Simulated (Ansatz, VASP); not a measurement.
## Ir: VASP beside Ansatz

```
Ir
1.0
     0.00000    1.91649    1.91649
     1.91649    0.00000    1.91649
     1.91649    1.91649    0.00000
Ir
1
Cartesian
  0.0000 0.0000 0.0000
```

Alike in both runs: functional PBEsol; k mesh 13 × 13 × 13; occupations fermi-dirac, width 0.15 eV; no spin polarisation.

Ansatz relaxed the structure, and its values are those at the end. VASP's run is a single point on that final structure, the one shown.

|  | VASP | Ansatz |
| --- | --- | --- |
| version | VASP 6.6.1 | Ansatz 0.2.0 |
| potentials or method | VASP PAW PBE potentials, release 64 (Ir), cutoff 520 eV | plane waves, PAW |
| valence electrons in the cell | 9 | 17 |

|  | VASP | Ansatz | Ansatz less VASP |
| --- | --- | --- | --- |
| pressure (GPa) | 1.0 | 0.0 | -1.03 |

VASP's potentials were made for PBE, not for PBEsol. VASP's potentials hold 9 valence electrons a cell and Ansatz's 17, so a difference there can come from the potentials and not from the codes.

Neither program's run includes spin-orbit coupling.
